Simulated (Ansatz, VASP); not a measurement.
# YF5: VASP beside Ansatz

```
Y F
1.0
     4.04370    0.00000    0.00000
    -2.02185    3.50195    0.00000
     0.00000    0.00000    6.17545
Y F
1 5
Direct
  0.00000 0.00000 0.00000
  0.50000 0.00000 0.50000
  0.00000 0.50000 0.50000
  0.50000 0.50000 0.50000
  0.00000 0.00000 0.57688
  0.00000 0.00000 0.42312
```

Alike in both runs: task relaxation of cell and atoms; functional PBE; k mesh 6 × 6 × 4; occupations gaussian, width 0.1 eV; no spin polarisation.

|  | VASP | Ansatz |
| --- | --- | --- |
| version | VASP 6.6.1 | Ansatz 0.2.0 |
| potentials or method | VASP PAW PBE potentials, release 64 (Y_sv, F), cutoff 600 eV | scalar-relativistic, plane waves, PAW |
| valence electrons in the cell | 46 | 46 |

```tsv
	VASP	Ansatz	Ansatz less VASP
gap on the k mesh at the Fermi level, each at its own relaxed structure (eV)	none	none	-
relaxed volume (Å³/atom)	21.29	30.05	+8.755
relaxed cell length with the largest relative difference (Å)	4.951	5.858	+0.9075
```

A gap of «none» marks a metal or a gap that the smearing closes. One of these differences is far larger than is usual between the two programs; its cause wasn't traced.

Noted on VASP's run: the standard files for N, O and F lose accuracy on very short bonds; the volume moved by over 15 % at a fixed basis, so the end points are rough.
